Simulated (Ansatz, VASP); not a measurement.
# TiSi3W in VASP and in Ansatz

INCAR

```
PREC = Accurate ; ENCUT = 600
EDIFF = 1E-6 ; ISMEAR = 0
SIGMA = 0.1 ; LREAL = F
LASPH = T ; NELM = 100
ALGO = Normal ; ISIF = 3
LWAVE = F ; LCHARG = F
GGA = PE ; IBRION = 2
NSW = 90 ; EDIFFG = -0.04
```

File KPOINTS:

```
regular mesh
0
Gamma
  6 6 4
```

Contents of POSCAR:

```
TiSi3W
1.0
    4.7303823400      0.0000000000      0.0000000000
   -2.3651911700      4.0966312800      0.0000000000
    0.0000000000      0.0000000000      4.1924566100
Ti Si W
1 3 1
Direct
    0.0000000000      0.0000000000      0.0000000000
    0.3761700000      0.0000000000      0.5000000000
    0.0000000000      0.3761700000      0.5000000000
    0.6238300000      0.6238300000      0.5000000000
    0.0000000000      0.0000000000      0.5000000000
```

Input for Ansatz:

```yaml
crystal:
  lattice:
    - [4.73038234, 0.0, 0.0]
    - [-2.36519117, 4.09663128, 0.0]
    - [0.0, 0.0, 4.19245661]
  atoms:
    - { symbol: Ti, position: [0.0, 0.0, 0.0] }
    - { symbol: Si, position: [0.37617, 0.0, 0.5] }
    - { symbol: Si, position: [0.0, 0.37617, 0.5] }
    - { symbol: Si, position: [0.62383, 0.62383, 0.5] }
    - { symbol: W, position: [0.0, 0.0, 0.5] }
basis:
  ecutwfc: 420
kpoints:
  mp_grid: { grid: [6, 6, 4] }
hamiltonian:
  xc: pbe
scf:
  occupations: { method: gaussian, width: 0.1 }
  lower_state_search: "off"
output:
  forces: true
  stress: true
  eigenvalues: true
relax:
  adjacent_minimum: "off"
  f_tol: 0.04
  max_steps: 70
  cell: { stress_tol: 0.4 }
```

Alike in both runs: task relaxation of cell and atoms; functional PBE; k mesh 6 × 6 × 4; occupations gaussian, width 0.1 eV; no spin polarisation.

|  | VASP | Ansatz |
| --- | --- | --- |
| version | VASP 6.6.1 | Ansatz 0.2.0 |
| potentials or method | VASP PAW PBE potentials, release 64 (Ti_sv, Si, W_sv), cutoff 600 eV | scalar-relativistic, plane waves, PAW |
| valence electrons in the cell | 38 | 38 |

Ansatz gave:

| Quantity | Value |
| --- | --- |
| gap on the k mesh at the Fermi level, each at its own relaxed structure (eV) | none |
| relaxed volume (Å³/atom) | 21.40 |
| relaxed cell length with the largest relative difference (Å) | 5.006 |

Q: What did VASP give for the same quantities?

A: gap on the k mesh at the Fermi level, each at its own relaxed structure (eV): none; relaxed volume (Å³/atom): 21.49; relaxed cell length with the largest relative difference (Å): 5.028.

A gap of «none» marks a metal or a gap that the smearing closes.

The k mesh is coarse, so the values compare programs but aren't converged. Neither program's run includes spin-orbit coupling. Noted on VASP's run: the volume moved by over 15 % at a fixed basis, so the end points are rough.
